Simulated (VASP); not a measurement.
Wanted: the native input for a VASP 6.6.1 run.

```
Task                   : single point
Functional             : LDA
Potentials or basis    : VASP PAW LDA potentials, release 64 (Y_sv, Hg)
Cutoff                 : 520 eV
k mesh                 : 10 × 10 × 10
Occupations            : fermi-dirac, width 0.05 eV
Spin                   : no spin polarisation
Dipole correction      : no
Further INCAR settings : ALGO = Normal; EDIFF = 1e-06; NBANDS = 18
```

The structure of YHg lies in POSCAR:

```
YHg
1.0
    3.5530009354      0.0000000000      0.0000000000
    0.0000000000      3.5530009354      0.0000000000
    0.0000000000      0.0000000000      3.5530009354
Y Hg
1 1
Direct
    0.5000000000      0.5000000000      0.5000000000
    0.0000000000      0.0000000000      0.0000000000
```

This cell differs from its parent crystal: volume scaled by 0.9.

These files were run (other wordings do the same):

INCAR

```
PREC = Accurate
ENCUT = 520
EDIFF = 1E-6
ISMEAR = -1
SIGMA = 0.05
LREAL = False
LASPH = True
NELM = 80
ALGO = Normal
ISIF = 2
LWAVE = False
LCHARG = False
GGA = CA
NBANDS = 18
```

KPOINTS

```
Automatic mesh
0
Gamma
  10 10 10
```

Potentials or basis: VASP PAW LDA potentials, release 64 (Y_sv, Hg).

The run is started by

```sh
$ cat potpaw_LDA.64/Y_sv/POTCAR potpaw_LDA.64/Hg/POTCAR > POTCAR
$ mpirun -np 1 vasp_std > vasp.out
```

Results of the run:

```
Pressure : 5.9 GPa
```

It took 28 s on 1 thread of Intel(R) Xeon(R) Platinum 8375C CPU @ 2.90GHz (Ice Lake) (shared host), peak memory 0.19 GiB.
